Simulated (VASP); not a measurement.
# CoSi2 (P1) in VASP: single point with PBEsol

Aim: the single point of CoSi2 with PBEsol.

Everything below comes from runs of VASP 6.6.1. Logs are shortened: lines on timing, memory, paths and dates and some standing lists are left out, and cuts for length are marked.

## (1) The cell of the first run

The typed cell holds 3 atoms: a = 3.757 Å, b = 3.757 Å, c = 3.757 Å, α = 60.00°, β = 60.00°, γ = 60.00°.

## (2) Single point, PBEsol (all Si atoms moved 0.2 Å in one direction)

The input, INCAR:

```
ALGO     = Normal         # electronic algorithm
EDIFF    = 1E-6           # SCF threshold, eV
ENCUT    = 520            # plane-wave cutoff, eV
GGA      = PS             # functional
ISIF     = 2              # what is computed and relaxed
ISMEAR   = 0              # smearing method
LASPH    = T              # aspherical terms in the spheres
LCHARG   = F              # write CHGCAR
LREAL    = F              # projectors in reciprocal space
LWAVE    = F              # write WAVECAR
NBANDS   = 16             # bands
NELM     = 60             # most SCF steps
PREC     = Accurate       # precision mode
SIGMA    = 0.15           # smearing width, eV
```

The input, KPOINTS:

```
k-points
0
Gamma
  12 12 12
```

The input, POSCAR:

```
CoSi2
1.0
    0.0000000000      2.6562539721      2.6562539721
    2.6562539721      0.0000000000      2.6562539721
    2.6562539721      2.6562539721      0.0000000000
Co Si
1 2
Direct
    0.0084001980     -0.0424907379      0.0226367889
    0.2457999010      0.2712453689      0.2386816055
    0.7457999010      0.7712453689      0.7386816055
```

Potentials or basis: VASP PAW PBE potentials, release 64 (Co, Si).

Run with:

```bash
cat potpaw_PBE.64/Co/POTCAR potpaw_PBE.64/Si/POTCAR > POTCAR
mpirun -np 1 vasp_std > vasp.out
```

OUTCAR:

```text
EDIFF = 1E-6
   ENCUT = 520
   GGA = PS
   ISIF = 2
   ISMEAR = 0
   LASPH = T
   LREAL = F
   NELM = 60
   PREC = Accurate

 ion  position               nearest neighbor table
   1  0.008  0.958  0.023-   2 2.11   3 2.20   3 2.26   3 2.27   2 2.35   2 2.36   2 2.41   3 2.50

   2  0.246  0.271  0.239-   1 2.11   1 2.35   1 2.36   1 2.41   3 2.66   3 2.66   3 2.66   3 2.66
                             3 2.66   3 2.66
   3  0.746  0.771  0.739-   1 2.20   1 2.26   1 2.27   1 2.50   2 2.66   2 2.66   2 2.66   2 2.66
                             2 2.66   2 2.66

  LATTYP: Found a face centered cubic cell.
 ALAT       =     5.3125079442

  Lattice vectors:

 A1 = (   0.0000000000,   2.6562539721,   2.6562539721)
 A2 = (   2.6562539721,   0.0000000000,   2.6562539721)
 A3 = (   2.6562539721,   2.6562539721,   0.0000000000)

Analysis of symmetry for initial positions (statically):
=====================================================================
 Subroutine PRICEL returns:
 Original cell was already a primitive cell.

 Routine SETGRP: Setting up the symmetry group for a
 face centered cubic supercell.

 Subroutine GETGRP returns: Found  1 space group operations
 (whereof  1 operations were pure point group operations)
 out of a pool of 48 trial point group operations.

The static configuration has the point symmetry C_1 .

Analysis of symmetry for dynamics (positions and initial velocities):
=====================================================================
 Subroutine PRICEL returns:
 Original cell was already a primitive cell.

 Routine SETGRP: Setting up the symmetry group for a
 face centered cubic supercell.

 Subroutine GETGRP returns: Found  1 space group operations
 (whereof  1 operations were pure point group operations)
 out of a pool of 48 trial point group operations.

The dynamic configuration has the point symmetry C_1 .

 Subroutine INISYM returns: Found  1 space group operations
 (whereof  1 operations are pure point group operations),
 and found     1 'primitive' translations

----------------------------------------------------------------------------------------

                                     Primitive cell

  volume of cell :      37.4834

[... 86 lines left out ...]
   LSORBIT =      F    spin-orbit coupling
   LASPH  =      T    aspherical Exc in radial PAW
   ENCUT  =  520.0 eV  38.22 Ry    6.18 a.u.   6.98  6.98  6.98*2*pi/ulx,y,z
   NELM   =     60;   NELMIN=  2; NELMDL= -5     # of ELM steps
   EDIFF  = 0.1E-05   stopping-criterion for ELM
   LREAL  =      F    real-space projection
   EDIFFG = 0.1E-04   stopping-criterion for IOM
   NSW    =      0    number of steps for IOM
   IBRION =     -1    ionic relax: 0-MD 1-quasi-New 2-CG
   NFREE  =      0    steps in history (QN), initial steepest desc. (CG)
   ISIF   =      2    stress and relaxation
   ISYM   =      2    0-nonsym 1-usesym 2-fastsym
   POTIM  = 0.5000    time-step for ionic-motion
   TEBEG  =    0.0;   TEEND  =   0.0 temperature during run
   PSTRESS=    0.0 pullay stress
   NELECT =      17.0000    total number of electrons
   NUPDOWN=      -1.0000    fix difference up-down
   EMIN   =  10.00;   EMAX   =-10.00  energy-range for DOS
   EFERMI =   0.00;   METHOD = LEGACY
   ISMEAR =     0;   SIGMA  =   0.15  broadening in eV -4-tet -1-fermi 0-gaus
   EFERMI_NEDOS =   21; number of points for ismear=-14 and -15
   IALGO  =     38    algorithm
   IMIX   =      4    mixing-type and parameters
     AMIX     =   0.40;   BMIX     =  1.00
     AMIX_MAG =   1.60;   BMIX_MAG =  1.00
  volume/ion in A,a.u.               =      12.49        84.32
  Fermi-wavevector in a.u.,A,eV,Ry     =   1.257800  2.376897 21.525240  1.582060
  Thomas-Fermi vector in A             =   2.391441
   LORBIT       =      0    0 simple, 1 ext, 2 COOP (PROOUT), +10 PAW based schemes
   GGA     = PS    functional components
   LHFCALC =     F    Hartree Fock is set to
   AEXX    =    0.0000 exact exchange contribution
   IVDW    =     0    specifies the selected vdW correction
   LEPSILON=     F    determine dielectric tensor
   LRPA    =     F    only Hartree local field effects (RPA)
 non-spin polarized calculation
 Gauss-broadening in eV      SIGMA  =   0.15
  energy-cutoff  :      520.00
  volume of cell :       37.48
 maximum number of plane-waves:      1036
   NGX = 13   NGY = 13   NGZ = 13

 number of electron      16.9999999 magnetization

 Free energy of the ion-electron system (eV)
  ---------------------------------------------------
  ext. energy  EPLUGINS =         0.00000000
  ---------------------------------------------------
  free energy    TOTEN  =       -20.72600191 eV

  energy without entropy =      -20.71496036  energy(sigma->0) =      -20.72048113

 E-fermi :  10.3362     XC(G=0): -11.9609

 val. band max:       10.3342336004   @ k =  -0.4167  -0.3333  -0.1667
 cond. band min:      10.3441369330   @ k =   0.0833   0.4167   0.0000
 fundamental gap:      0.0099033326
 Fermi energy:        10.3361558239

 k-point     1 :       0.0000    0.0000    0.0000
  band No.  band energies     occupation
      1      -2.9738      2.00000
      2       6.0897      2.00000
      3       6.1310      2.00000
      4       6.1442      2.00000
      5       8.2684      2.00000
      6       8.2826      2.00000
[... 433 lines left out ...]
      3       6.5978      2.00000
      4       6.6109      2.00000
      5       8.0360      2.00000
      6       8.4221      2.00000
[... 8 lines left out ...]
     15      20.8493      0.00000
     16      21.5797      0.00000

 [... further k-points ...]

------------------------ aborting loop because EDIFF is reached ----------------------------------------

  FORCE on cell =-STRESS in cart. coord.  units (eV):
  Direction    XX          YY          ZZ          XY          YZ          ZX
  --------------------------------------------------------------------------------------
  -------------------------------------------------------------------------------------
  Total        0.9522872      0.8242543      0.7837077     -0.4561489     -0.7473556      0.4950248
  in kB       40.7042466     35.2316544     33.4985437    -19.4974784    -31.9447223     21.1591741
  external PRESSURE =      36.4781482 kB  Pullay stress =       0.0000000 kB

 VOLUME and BASIS-vectors are now :
 -----------------------------------------------------------------------------
  energy-cutoff  :      520.00
  volume of cell :       37.48
      direct lattice vectors                 reciprocal lattice vectors
     0.000000000  2.656253972  2.656253972    -0.188235013  0.188235013  0.188235013
     2.656253972  0.000000000  2.656253972     0.188235013 -0.188235013  0.188235013
     2.656253972  2.656253972  0.000000000     0.188235013  0.188235013 -0.188235013

 POSITION                                       TOTAL-FORCE (eV/Angst)
 -----------------------------------------------------------------------------------
      2.60352      0.08244      2.56570         1.104711     -1.680155      1.828588
      1.35450      1.28691      1.37340        -0.951723      1.098570     -1.150560
      4.01075      3.94316      4.02966        -0.152988      0.581585     -0.678028
 -----------------------------------------------------------------------------------
    total drift:                                0.000123     -0.000231      0.000223

  FREE ENERGIE OF THE ION-ELECTRON SYSTEM (eV)
  ---------------------------------------------------
  free  energy   TOTEN  =       -20.7260019061 eV

  energy  without entropy=      -20.7149603633  energy(sigma->0) =      -20.72048113
```

stdout:

```text
POSCAR found type information on POSCAR CoSi
 POSCAR found :  2 types and       3 ions
 scaLAPACK will be used
 -----------------------------------------------------------------------------
|                                                                             |
|                                                                             |
|     You enforced a specific xc type in the INCAR file but a different       |
|     I HOPE YOU KNOW WHAT YOU ARE DOING!                                     |
|                                                                             |
 -----------------------------------------------------------------------------

 LDA part: xc-table for (Slater+PW92), standard interpolation
 POSCAR, INCAR and KPOINTS ok, starting setup
 FFT: planning ... GRIDC
 FFT: planning ... GRID_SOFT
 FFT: planning ... GRID
 WAVECAR not read
 entering main loop
```

It took 12 min on 1 thread of Intel Xeon 8259CL, shared host; peak memory 0.58 GiB.

Results:

```yaml
Free_energy: -20.7260 eV
Pressure: 3.6 GPa
Largest_force: 2.718 eV/Å
Band_gap_on_the_k_mesh: zero (an odd number of electrons rules out a gap without spin polarisation)
```

Forces on the atoms (eV/Å):
```
Co   1.105 -1.680  1.829
Si  -0.952  1.099 -1.151
Si  -0.153  0.582 -0.678
```

Stress tensor (GPa, compression positive):
```
 4.07 -1.95  2.12
-1.95  3.52 -3.19
 2.12 -3.19  3.35
```

Caveat: the cell differs from its parent crystal (all Si atoms moved 0.2 Å in one direction); the cell stands under pressure; the PAW data sets were made with another functional, which shifts forces and pressure a little; an odd number of electrons without spin polarisation forces a metal; a magnetic or distorted state may lie lower.
